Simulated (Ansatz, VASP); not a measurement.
Ge in VASP and in Ansatz

The input POSCAR:

```
Ge
1.0
    1.3971500000     -2.6005200000      0.0000000000
    1.3971500000      2.6005200000      0.0000000000
    0.0000000000      0.0000000000      2.6982300000
Ge
1
Direct
    0.5000000000      0.5000000000      0.0000000000
```

The input INCAR.step1:

```
SYSTEM = Ge
ALGO = Normal
EDIFF = 1E-4
ENCUT = 520
GGA = PE
ISMEAR = 1
LASPH = .TRUE.
LCHARG = .FALSE.
LREAL = .FALSE.
LWAVE = .TRUE.
NBANDS = 13
NELM = 80
PREC = Accurate
SIGMA = 0.1
```

INCAR.step2

```
SYSTEM = Ge
ALGO = Normal
EDIFF = 1E-6
ENCUT = 520
ISIF = 2
ISMEAR = 1
ISTART = 1
LASPH = .TRUE.
LCHARG = .FALSE.
LMIXTAU = .TRUE.
LREAL = .FALSE.
LWAVE = .FALSE.
METAGGA = R2SCAN
NBANDS = 13
NELM = 80
PREC = Accurate
SIGMA = 0.1
```

File KPOINTS:

```
k-points
0
G
  12 12 11
  0 0 0
```

Input for Ansatz:

```yaml
crystal:
  lattice:
    - [1.39715, -2.60052, 0.0]
    - [1.39715, 2.60052, 0.0]
    - [0.0, 0.0, 2.69823]
  atoms:
    - { symbol: Ge, position: [0.5, 0.5, 0.0] }
basis:
  ecutwfc: 550.0
kpoints:
  mp_grid:
    grid: [12, 12, 11]
hamiltonian:
  xc: r2scan
  pseudopotentials:
    kind: paw
scf:
  occupations:
    method: cold
output:
  stress: true
```

Alike in both runs: task single point; functional r2SCAN; k mesh 12 × 12 × 11; no spin polarisation.

|  | VASP | Ansatz |
| --- | --- | --- |
| version | VASP 6.6.1 | Ansatz 0.2.0 |
| potentials or method | VASP PAW PBE potentials, release 64 (Ge_d), cutoff 520 eV | plane waves, PAW |
| occupations | methfessel-paxton of order 1, width 0.1 eV | cold |
| valence electrons in the cell | 14 | 14 |

VASP gave:

| Quantity | Value |
| --- | --- |
| pressure (GPa) | -3.4 |
| traceless stress, the component that is largest in VASP (GPa) | -2.45 |

Q: Estimate Ansatz's values.

A: Pressure (GPa): -3.2; traceless stress, the component that is largest in VASP (GPa): -2.43.

VASP's potentials were made for PBE, not for r2SCAN.
